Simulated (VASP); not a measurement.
Here is a VASP 6.6.1 calculation.

Contents of POSCAR:

```
Cu3Pt
1.0
    3.6836388883      0.0000000000      0.0000000000
    0.0000000000      3.6836388883      0.0000000000
    0.0000000000      0.0000000000      3.6836388883
Cu Pt
3 1
Direct
    0.0000000000      0.5000000000      0.5000000000
    0.5000000000      0.0000000000      0.5000000000
    0.5000000000      0.5000000000      0.0000000000
    0.0000000000      0.0000000000      0.0000000000
```

INCAR.step1

```
SYSTEM = Cu3Pt
PREC = Accurate
ENCUT = 520
ISMEAR = 0
SIGMA = 0.1
LREAL = .False.
LASPH = .True.
NELM = 100
NBANDS = 30
GGA = PE
ALGO = Normal
EDIFF = 1E-4
LWAVE = .True.
LCHARG = .False.
```

File INCAR.step2:

```
SYSTEM = Cu3Pt
PREC = Accurate
ENCUT = 520
EDIFF = 1E-6
ISMEAR = 0
SIGMA = 0.1
LREAL = .False.
LASPH = .True.
NELM = 100
ALGO = Normal
ISIF = 2
LWAVE = .False.
LCHARG = .False.
METAGGA = R2SCAN
LMIXTAU = .True.
NBANDS = 30
ISTART = 1
```

KPOINTS

```
Automatic mesh
0
Gamma
  12 12 12
  0 0 0
```

Potentials or basis: VASP PAW PBE potentials, release 64 (Cu, Pt).

Run with:

```sh
$ cat potpaw_PBE.64/Cu/POTCAR potpaw_PBE.64/Pt/POTCAR > POTCAR
$ cp INCAR.step1 INCAR
$ mpirun -np 1 vasp_std > vasp.out
$ cp INCAR.step2 INCAR
$ mpirun -np 1 vasp_std > vasp.out
```

Predict the pressure.

0.8 GPa.

Caveat: the PAW data sets were made with another functional, which shifts forces and pressure a little.
